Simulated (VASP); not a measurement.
# CsSnI3: relaxation of cell and atoms with PBE

The system is CsSnI3.

```xyz
5
Lattice="6.2057 0.0000 0.0000 0.0000 6.2057 0.0000 0.0000 0.0000 6.2057" Properties=species:S:1:pos:R:3 pbc="T T T"
Cs    0.0000    0.0000    0.0000
Sn    3.1029    3.1029    3.1029
I     0.0000    3.1029    3.1029
I     3.1029    0.0000    3.1029
I     3.1029    3.1029    0.0000
```

- Program: VASP 6.6.1
- Task: relaxation of cell and atoms
- Functional: PBE
- Potentials or basis: VASP PAW PBE potentials, release 64 (Cs_sv, Sn_d, I)
- Cutoff: 600 eV
- k mesh: 6 × 6 × 6
- Occupations: gaussian, width 0.02 eV
- Spin: no spin polarisation
- Dipole correction: no
- Further INCAR settings: ALGO = Normal; EDIFF = 1e-07; IBRION = 2; EDIFFG = -0.005; NSW = 100; ISIF = 3

* Relaxed volume: 49.70 Å³/atom
* Relaxed cell: a = 6.287 Å, b = 6.287 Å, c = 6.287 Å, α = 90.00°, β = 90.00°, γ = 90.00°
* Space group after relaxing (to 0.1 Å): Pm-3m (No. 221)
* Energy gained by relaxing: 3.7 meV/atom
* Ionic steps: 3
* Pressure after relaxing: 0.0 GPa
* Band gap on the k mesh: 0.48 eV

Step by step:
```tsv
step	energy change (eV)	largest force (eV/Å)	pressure (GPa)	volume (Å³)
1	0.0000	0.0000	0.65	238.99
2	-0.0171	0.0000	0.17	245.78
3	-0.0184	0.0000	-0.01	248.48
```

Final structure:
```yaml
crystal:
  lattice:
    - [6.28677, 0.00000, 0.00000]
    - [0.00000, 6.28677, 0.00000]
    - [0.00000, 0.00000, 6.28677]
  atoms:
    - { symbol: Cs, position: [0.00000, 0.00000, 0.00000] }
    - { symbol: Sn, position: [0.50000, 0.50000, 0.50000] }
    - { symbol: I, position: [0.00000, 0.50000, 0.50000] }
    - { symbol: I, position: [0.50000, 0.00000, 0.50000] }
    - { symbol: I, position: [0.50000, 0.50000, 0.00000] }
```

Levels at points of the mesh, in eV from the valence-band top:
```tsv
k point	band 20	band 21	band 22	band 23	band 24	band 25
(0.00, 0.00, 0.00)	-1.97	-1.97	-1.97	2.34	3.34	3.34
(0.50, 0.00, 0.00)	-2.08	-2.08	-1.45	1.21	3.82	4.07
(0.50, 0.50, 0.00)	-2.32	-1.57	-0.72	0.90	0.90	3.98
(0.50, 0.50, 0.50)	-1.55	-1.55	0.00	0.48	0.48	0.48
```

Wall time 6.4 min on 1 thread of Oxide Virtual Turin-like Processor, on a shared host, peak memory 0.44 GiB.

Caveat: spin-orbit coupling is left out, which moves the levels of the heavy elements. PBE usually gives volumes a little too large and moduli too small.
